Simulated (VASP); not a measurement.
HPbNO4, 7 atoms in the cell. The typed cell holds 7 atoms: a = 3.738 Å, b = 4.238 Å, c = 5.911 Å, α = 79.78°, β = 79.92°, γ = 83.12°. 

| Quantity | Value |
| --- | --- |
| Program | VASP 6.6.1 |
| Task | single point |
| Functional | PBE |
| Dispersion | D3(BJ) |
| Potentials or basis | VASP PAW PBE potentials, release 64 (H, Pb_d, N, O) |
| Cutoff | 520 eV |
| k mesh | 5 × 5 × 4 |
| Occupations | fermi-dirac, width 0.05 eV |
| Spin | no spin polarisation |
| Dipole correction | no |
| Further INCAR settings | ALGO = Normal; EDIFF = 1e-06; NBANDS = 31 |

Potentials or basis: VASP PAW PBE potentials, release 64 (H, Pb_d, N, O).

Command:

```console
$ cat potpaw_PBE.64/H/POTCAR potpaw_PBE.64/Pb_d/POTCAR potpaw_PBE.64/N/POTCAR potpaw_PBE.64/O/POTCAR > POTCAR
$ mpirun -np 1 vasp_std > vasp.out
```

Hardware: 1 thread of Oxide Virtual Turin-like Processor, on a shared host.

Question: Estimate the wall time of this run.

Answer: It took 3.7 min on 1 thread of Oxide Virtual Turin-like Processor, with other jobs on the host, peak memory 0.25 GiB. Counts: scf iterations 16, k points 51.
